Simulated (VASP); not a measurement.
# TaN: single point with PBEsol+U

The system is TaN.

```xyz
4
Lattice="2.9380 0.0000 0.0000 -2.9380 5.0888 0.0000 0.0000 0.0000 2.8830" Properties=species:S:1:pos:R:3 pbc="T T T"
Ta    0.0000    1.6963    1.4415
Ta   -1.4690    4.2406    1.4415
N     0.0000    0.0000    0.0000
N    -1.4690    2.5444    0.0000
```

* Program: VASP 6.6.1
* Task: single point
* Functional: PBEsol
* Potentials or basis: VASP PAW PBE potentials, release 64 (Ta_sv_GW, N)
* Cutoff: 600 eV
* k mesh: 7 × 7 × 7
* Occupations: gaussian, width 0.05 eV
* Spin: collinear spin, zero start
* Starting moments: [0.0, 0.0, 0.0, 0.0] μB
* Hubbard terms: Ta d U = 8.0 eV, J = 0.5 eV

```
Pressure                                              : 21.5 GPa
Largest force                                         : 0.007 eV/Å
Band gap on the k mesh                                : 0.02 eV
Net moment                                            : 0.00 μB per cell
Valence electrons inside the program's atomic spheres : Ta 11.67; N 3.76
```

Forces on the atoms (eV/Å):
```
Ta   0.000 -0.007  0.000
Ta   0.000 -0.007  0.000
N    0.000  0.007  0.000
N    0.000  0.007  0.000
```

Stress tensor (GPa, compression positive):
```
20.19  0.00  0.00
 0.00 21.02  0.00
 0.00  0.00 23.29
```

Levels at points of the mesh, in eV from the valence-band top:
Spin up:
| k point | band 14 | band 15 | band 16 | band 17 | band 18 | band 19 | band 20 | band 21 | band 22 | band 23 |
| --- | --- | --- | --- | --- | --- | --- | --- | --- | --- | --- |
| (0.00, 0.00, 0.00) | -4.95 | -4.69 | -3.89 | -3.82 | -3.70 | 1.17 | 3.35 | 3.37 | 3.68 | 3.80 |
Spin down:
```csv
k point,band 15,band 16,band 17,band 18,band 19,band 20,band 21,band 22
"(0.00, 0.00, 0.00)",-4.69,-3.89,-3.82,-3.70,1.17,3.35,3.37,3.68
```

Eigenvalues of the final occupation matrices:
| site | spin | trace | eigenvalues |
| --- | --- | --- | --- |
| site 1 d | 1 | 1.07 | 0.15 0.15 0.23 0.24 0.30 |
| site 1 d | 2 | 1.07 | 0.15 0.15 0.23 0.24 0.30 |
| site 2 d | 1 | 1.07 | 0.15 0.15 0.23 0.24 0.30 |
| site 2 d | 2 | 1.07 | 0.15 0.15 0.23 0.24 0.30 |

Run time: 71 s on 1 thread of Intel(R) Xeon(R) 6975P-C (Granite Rapids), with other jobs on the host, peak memory 0.3 GiB.

Caveat: the cell stands under pressure; the PAW data sets were made with another functional, which shifts forces and pressure a little; spin-orbit coupling is left out, which moves the levels of the heavy elements; an odd mesh through Γ misses points on the zone boundary, where band edges can lie.
